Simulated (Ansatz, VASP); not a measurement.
## Zr3Si2: VASP beside Ansatz

Contents of POSCAR:

```
Zr3Si2
1.0
    7.1084398645      0.0000000000      0.0000000000
    0.0000000000      7.1084398645      0.0000000000
    0.0000000000      0.0000000000      3.7051280783
Zr Si
6 4
Direct
    0.1739136664      0.6739136664      0.5000000000
    0.8260863336      0.3260863336      0.5000000000
    0.3260863336      0.1739136664      0.5000000000
    0.6739136664      0.8260863336      0.5000000000
    0.0000000000      0.0000000000      0.0000000000
    0.5000000000      0.5000000000      0.0000000000
    0.6219463334      0.1219463334      0.0202422152
    0.3780536666      0.8780536666      0.0202422152
    0.8780536666      0.6219463334      0.0202422152
    0.1219463334      0.3780536666      0.0202422152
```

INCAR.step1

```
SYSTEM = Zr3Si2
PREC = Accurate ; ENCUT = 520
ISMEAR = 0 ; SIGMA = 0.15
LREAL = .False. ; LASPH = .True.
NELM = 80 ; NBANDS = 55
GGA = PE ; ALGO = Normal
EDIFF = 1E-4 ; LWAVE = .True.
LCHARG = .False.
```

Contents of INCAR.step2:

```
SYSTEM = Zr3Si2
PREC = Accurate ; ENCUT = 520
EDIFF = 1E-6 ; ISMEAR = 0
SIGMA = 0.15 ; LREAL = .False.
LASPH = .True. ; NELM = 80
ALGO = Normal ; ISIF = 2
LWAVE = .False. ; LCHARG = .True.
METAGGA = R2SCAN ; LMIXTAU = .True.
LELF = .True. ; LVHAR = .True.
NBANDS = 55 ; ISTART = 1
```

KPOINTS

```
Automatic mesh
0
Gamma
  6 6 10
  0 0 0
```

Input for Ansatz:

```yaml
crystal:
  lattice:
    - [7.1084398645, 0.0, 0.0]
    - [0.0, 7.1084398645, 0.0]
    - [0.0, 0.0, 3.7051280783]
  atoms:
    - { symbol: Zr, position: [0.1739136664, 0.6739136664, 0.5] }
    - { symbol: Zr, position: [0.8260863336, 0.3260863336, 0.5] }
    - { symbol: Zr, position: [0.3260863336, 0.1739136664, 0.5] }
    - { symbol: Zr, position: [0.6739136664, 0.8260863336, 0.5] }
    - { symbol: Zr, position: [0.0, 0.0, 0.0] }
    - { symbol: Zr, position: [0.5, 0.5, 0.0] }
    - { symbol: Si, position: [0.6219463334, 0.1219463334, 0.0202422152] }
    - { symbol: Si, position: [0.3780536666, 0.8780536666, 0.0202422152] }
    - { symbol: Si, position: [0.8780536666, 0.6219463334, 0.0202422152] }
    - { symbol: Si, position: [0.1219463334, 0.3780536666, 0.0202422152] }
basis:
  ecutwfc: 500
kpoints:
  mp_grid: { grid: [6, 6, 10] }
hamiltonian:
  xc: r2scan
scf:
  occupations: { method: gaussian, width: 0.15 }
output:
  forces: true
  stress: true
  eigenvalues: true
```

Change from the starting cell: all Si atoms moved +0.075 Å, as atom 7 along Cartesian [0 0 1].

Alike in both runs: task single point; functional r2SCAN; k mesh 6 × 6 × 10; occupations gaussian, width 0.15 eV; no spin polarisation.

```csv
,VASP,Ansatz
version,VASP 6.6.1,Ansatz 0.2.0
potentials or method,"VASP PAW PBE potentials, release 64 (Zr_sv, Si), cutoff 520 eV","scalar-relativistic, plane waves, PAW"
valence electrons in the cell,88,88
```

VASP gave:

```
gap on the k mesh at the Fermi level (eV)                     : none
pressure (GPa)                                                : 0.2
traceless stress, the component that is largest in VASP (GPa) : -0.10
rms of the force components (eV/Å)                            : 0.307
```

**Question.** Which values does Ansatz return?

**Answer.** gap on the k mesh at the Fermi level (eV): none; pressure (GPa): 0.2; traceless stress, the component that is largest in VASP (GPa): -0.13; rms of the force components (eV/Å): 0.306.

VASP's potentials were made for PBE, not for r2SCAN. Atom by atom the forces differ by 0.002 eV/Å (rms over components). A gap of «none» marks a metal or a gap that the smearing closes.
